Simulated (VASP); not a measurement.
# PtSe2 (P-3m1) in VASP: a series of runs, part 2 of 2

VASP 6.6.1.

### 3 Relaxation of cell and atoms, PBE

This run uses another cell than the first one, of 20.27 Å³/atom.

INCAR reads:

```
SYSTEM = PtSe2
ALGO     = Normal         ! electronic algorithm
EDIFF    = 1E-6           ! SCF threshold, eV
EDIFFG   = -0.001         ! ionic threshold
ENCUT    = 600            ! plane-wave cutoff, eV
GGA      = PE             ! functional
IBRION   = 2              ! ionic algorithm
ISIF     = 3              ! what is computed and relaxed
ISMEAR   = 0              ! smearing method
LASPH    = .TRUE.         ! aspherical terms in the spheres
LCHARG   = .FALSE.        ! write CHGCAR
LREAL    = .FALSE.        ! projectors in reciprocal space
LWAVE    = .FALSE.        ! write WAVECAR
NELM     = 80             ! most SCF steps
NSW      = 80             ! ionic steps
PREC     = Accurate       ! precision mode
SIGMA    = 0.02           ! smearing width, eV
```

KPOINTS reads:

```
k-points
0
G
  14 14 10
  0 0 0
```

POSCAR reads:

```
PtSe2
1.0
    3.7240000000      0.0000000000      0.0000000000
   -1.8620000000      3.2250786037      0.0000000000
    0.0000000000      0.0000000000      5.0620000000
Pt Se
1 2
Direct
    0.0000000000      0.0000000000      0.0000000000
    0.3333333333      0.6666666667      0.2500000000
    0.6666666667      0.3333333333      0.7500000000
```

Potentials or basis: VASP PAW PBE potentials, release 64 (Pt, Se).

The run is started by

```console
> cat potpaw_PBE.64/Pt/POTCAR potpaw_PBE.64/Se/POTCAR > POTCAR
> mpirun -np 1 vasp_std > vasp.out
```

OUTCAR:

```text
SYSTEM = PtSe2
   EDIFF = 1E-6
   EDIFFG = -0.001
   ENCUT = 600
   GGA = PE
   IBRION = 2
   ISIF = 3
   ISMEAR = 0
   LASPH = .TRUE.
   LREAL = .FALSE.
   NELM = 80
   NSW = 80
   PREC = Accurate

 ion  position               nearest neighbor table
   1  0.000  0.000  0.000-   2 2.49   3 2.49   3 2.49   2 2.49   3 2.49   2 2.49
   2  0.333  0.667  0.250-   1 2.49   1 2.49   1 2.49
   3  0.667  0.333  0.750-   1 2.49   1 2.49   1 2.49

  LATTYP: Found a hexagonal cell.
 ALAT       =     3.7240000000
 C/A-ratio  =     1.3592910849

  Lattice vectors:

 A1 = (   3.7240000000,   0.0000000000,   0.0000000000)
 A2 = (  -1.8620000000,   3.2250786037,   0.0000000000)
 A3 = (   0.0000000000,   0.0000000000,   5.0620000000)

Analysis of symmetry for initial positions (statically):
=====================================================================
 Subroutine PRICEL returns:
 Original cell was already a primitive cell.

 Routine SETGRP: Setting up the symmetry group for a
 hexagonal supercell.

 Subroutine GETGRP returns: Found 12 space group operations
 (whereof 12 operations were pure point group operations)
 out of a pool of 24 trial point group operations.

The static configuration has the point symmetry D_3d.

Analysis of symmetry for dynamics (positions and initial velocities):
=====================================================================
 Subroutine PRICEL returns:
 Original cell was already a primitive cell.

 Routine SETGRP: Setting up the symmetry group for a
 hexagonal supercell.

 Subroutine GETGRP returns: Found 12 space group operations
 (whereof 12 operations were pure point group operations)
 out of a pool of 24 trial point group operations.

The dynamic configuration has the point symmetry D_3d.

 Subroutine INISYM returns: Found 12 space group operations
 (whereof 12 operations are pure point group operations),
 and found     1 'primitive' translations

[... 117 lines left out ...]
  volume/ion in A,a.u.               =      20.27       136.76
  Fermi-wavevector in a.u.,A,eV,Ry     =   1.166608  2.204570 18.517184  1.360975
  Thomas-Fermi vector in A             =   2.303119
   LORBIT       =      0    0 simple, 1 ext, 2 COOP (PROOUT), +10 PAW based schemes
   GGA     = PE    functional components
   LHFCALC =     F    Hartree Fock is set to
   AEXX    =    0.0000 exact exchange contribution
   IVDW    =     0    specifies the selected vdW correction
   LEPSILON=     F    determine dielectric tensor
   LRPA    =     F    only Hartree local field effects (RPA)
 conjugate gradient relaxation of ions
 non-spin polarized calculation
 Gauss-broadening in eV      SIGMA  =   0.02
  energy-cutoff  :      600.00
  volume of cell :       60.80
 maximum number of plane-waves:      2055
 NGX is ok and might be reduce to    30
   NGX = 15   NGY = 15   NGZ = 21

--------------------------------------- Ionic step        1  -------------------------------------------

 number of electron      22.0000000 magnetization

 Free energy of the ion-electron system (eV)
  ---------------------------------------------------
  ext. energy  EPLUGINS =         0.00000000
  ---------------------------------------------------
  free energy    TOTEN  =       -14.18607444 eV

  energy without entropy =      -14.18583098  energy(sigma->0) =      -14.18595271

------------------------ aborting loop because EDIFF is reached ----------------------------------------

  FORCE on cell =-STRESS in cart. coord.  units (eV):
  Direction    XX          YY          ZZ          XY          YZ          ZX
  --------------------------------------------------------------------------------------
  -------------------------------------------------------------------------------------
  Total        3.0377880      3.0377880      2.2692576      0.0000000      0.0000000      0.0000000
  in kB       80.0563763     80.0563763     59.8029025      0.0000000      0.0000000      0.0000000
  external PRESSURE =      73.3052184 kB  Pullay stress =       0.0000000 kB
[... 965 lines left out ...]
      4      -0.4481      2.00000
      5      -0.3290      2.00000
      6       0.7610      2.00000
      7       0.8451      2.00000
      8       1.7773      2.00000
      9       2.4893      2.00000
     10       3.2536      2.00000
     11       3.6151      2.00000
     12       5.4028      0.00000
     13       5.4387      0.00000
     14       9.4184      0.00000
     15      12.6773      0.00000

 [... further k-points ...]

[... ionic steps 4 to 63 ...]

--------------------------------------- Ionic step       64  -------------------------------------------

 number of electron      22.0000005 magnetization

------------------------ aborting loop because EDIFF is reached ----------------------------------------
[... 69 lines left out ...]
--------------------------------------- Ionic step       66  -------------------------------------------

 number of electron      22.0000005 magnetization

 Free energy of the ion-electron system (eV)
  ---------------------------------------------------
  ext. energy  EPLUGINS =         0.00000000
  ---------------------------------------------------
  free energy    TOTEN  =       -14.29975630 eV

  energy without entropy =      -14.29975630  energy(sigma->0) =      -14.29975630

 E-fermi :   3.4150     XC(G=0):  -9.1205

 val. band max:        3.2985321612   @ k =  -0.0714   0.2143   0.1000
 cond. band min:       4.1164831378   @ k =   0.0000   0.2857   0.3000
 fundamental gap:      0.8179509766
 Fermi energy:         3.4150474143
[... 462 lines left out ...]
  FREE ENERGIE OF THE ION-ELECTRON SYSTEM (eV)
  ---------------------------------------------------
  free  energy   TOTEN  =       -14.2997562970 eV

  energy  without entropy=      -14.2997562970  energy(sigma->0) =      -14.29975630

 reached required accuracy - stopping structural energy minimisation
```

CONTCAR:

```text
PtSe2
   1.00000000000000
     3.7522991024987316   -0.0000000000000001   -0.0000000000000000
    -1.8761495512493667    3.2495863453683502    0.0000000000000000
     0.0000000000000020   -0.0000000000000009    6.3678445772433809
  Pt              Se
     1     2
Direct
     0.0000000000000000    0.0000000000000000    0.0000000000000000
     0.3333333332999970    0.6666666667000030    0.2051004193648765
     0.6666666667000030    0.3333333332999970    0.7948995806351236

  0.00000000E+00  0.00000000E+00  0.00000000E+00
  0.00000000E+00  0.00000000E+00  0.00000000E+00
  0.00000000E+00  0.00000000E+00  0.00000000E+00
```

Wall time 72 min (1 thread of Intel Xeon Platinum 8259CL at 2.50GHz (Skylake/Cascade Lake), shared host); peak memory 0.42 GiB.

Results:

```yaml
Free_energy: -14.2998 eV
Relaxed_volume: 25.88 Å³/atom
Relaxed_cell: a = 3.752 Å, b = 3.752 Å, c = 6.368 Å, α = 90.00°, β = 90.00°, γ = 120.00°
Space_group_after_relaxing_to_0.1_Å: P-3m1 (No. 164)
Energy_gained_by_relaxing: 37.9 meV/atom
Ionic_steps: 66
Pressure_after_relaxing: 0.0 GPa
Band_gap_on_the_k_mesh: 0.82 eV (least direct gap 0.99 eV)
```

Step by step:
```csv
step,energy change (eV),largest force (eV/Å),pressure (GPa),volume (Å³)
1,0.0000,0.5726,7.33,60.80
3,-0.0737,0.1352,0.00,63.95
5,-0.0737,0.1099,0.26,63.82
7,-0.0786,0.0433,0.18,64.57
9,-0.0837,0.0473,0.07,65.91
11,-0.0943,0.0725,-0.45,67.77
13,-0.1021,0.1885,-0.64,70.32
15,-0.1041,0.0621,0.71,70.92
17,-0.1053,0.0929,0.30,70.90
19,-0.1096,0.0005,0.44,72.36
21,-0.1114,0.1076,0.44,74.86
23,-0.1121,0.0519,-0.02,75.71
25,-0.1130,0.0419,-0.16,75.78
27,-0.1131,0.0037,0.07,75.64
29,-0.1131,0.0086,0.02,75.67
31,-0.1131,0.0084,0.02,75.68
33,-0.1132,0.0038,0.01,75.80
35,-0.1133,0.0135,0.01,76.26
37,-0.1133,0.0125,0.00,76.31
39,-0.1134,0.0067,-0.01,76.57
41,-0.1136,0.0137,-0.11,77.58
43,-0.1137,0.0023,0.02,77.66
45,-0.1137,0.0009,-0.01,77.65
47,-0.1137,0.0006,-0.01,77.64
49,-0.1137,0.0014,0.02,77.63
51,-0.1137,0.0008,0.00,77.64
53,-0.1137,0.0008,0.01,77.64
55,-0.1137,0.0006,0.00,77.64
57,-0.1137,0.0016,0.00,77.65
59,-0.1137,0.0026,-0.02,77.66
61,-0.1137,0.0017,-0.01,77.65
63,-0.1137,0.0015,-0.01,77.65
65,-0.1137,0.0002,0.00,77.65
66,-0.1137,0.0005,0.00,77.65
```

Final structure:
```xyz
3
Lattice="3.7523 0.0000 0.0000 -1.8761 3.2496 0.0000 0.0000 0.0000 6.3678" Properties=species:S:1:pos:R:3 pbc="T T T"
Pt    0.0000    0.0000    0.0000
Se    0.0000    2.1664    1.3060
Se    1.8761    1.0832    5.0618
```

Levels at points of the mesh, in eV from the valence-band top:
| k point | band 9 | band 10 | band 11 | band 12 | band 13 | band 14 |
| --- | --- | --- | --- | --- | --- | --- |
| (0.00, 0.00, 0.00) | -0.33 | -0.33 | -0.20 | 2.55 | 2.55 | 4.15 |
| (0.50, 0.00, 0.00) | -2.22 | -2.18 | -1.97 | 1.84 | 2.46 | 4.64 |
| (0.00, 0.00, 0.50) | -1.34 | -0.37 | -0.37 | 2.64 | 2.64 | 5.22 |
| (0.50, 0.00, 0.50) | -2.29 | -2.11 | -1.39 | 2.09 | 2.26 | 4.34 |

Caveat: the volume moved by over 15 % at a fixed basis, so the end points are rough; spin-orbit coupling is left out, which moves the levels of the heavy elements; this functional lacks dispersion, which binds layers or chains, so the pressure and a relaxed spacing across them are unreliable.
